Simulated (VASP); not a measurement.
Runs of VASP 6.6.1 on SiC (Moissanite). The structure is that of space group P6_3mc (No. 186), or close to it. The cells are those of the table. 

| task | level | cell | cutoff (eV) | gap on the mesh (eV) | pressure (GPa) | relaxed volume (Å³/atom) |
| --- | --- | --- | --- | --- | --- | --- |
| single point | revPBE+D3(BJ) | a = 3.059, b = 3.059, c = 5.021 Å, angles 90.0, 90.0, 120.0°, 4 atoms | 520 | 2.27 | -0.4 | - |
| single point | PBEsol | a = 3.076, b = 3.076, c = 5.047 Å, angles 90.0, 90.0, 120.0°, 4 atoms | 520 | (b) | (a) | - |
| relaxation of cell and atoms | revPBE+D3(BJ) | relaxed from a = 3.076, b = 3.076, c = 5.048 Å, angles 90.0, 90.0, 120.0°, 4 atoms | 600 | 2.27 | 0.0 | 10.15 |
| relaxation of cell and atoms | PBEsol | relaxed from a = 3.076, b = 3.076, c = 5.048 Å, angles 90.0, 90.0, 120.0°, 4 atoms | 600 | 2.12 | 0.0 | 10.35 |

Alike in all rows: potentials or basis VASP PAW PBE potentials, release 64 (Si, C); no spin polarisation; k mesh 12 × 12 × 4; smearing fermi-dirac 0.1 eV.

Fill in the values left out.

(a) 0.4; (b) 2.11.

Caveats: the PAW data sets were made with another functional, which shifts forces and pressure a little.

A k mesh can miss the band edges.
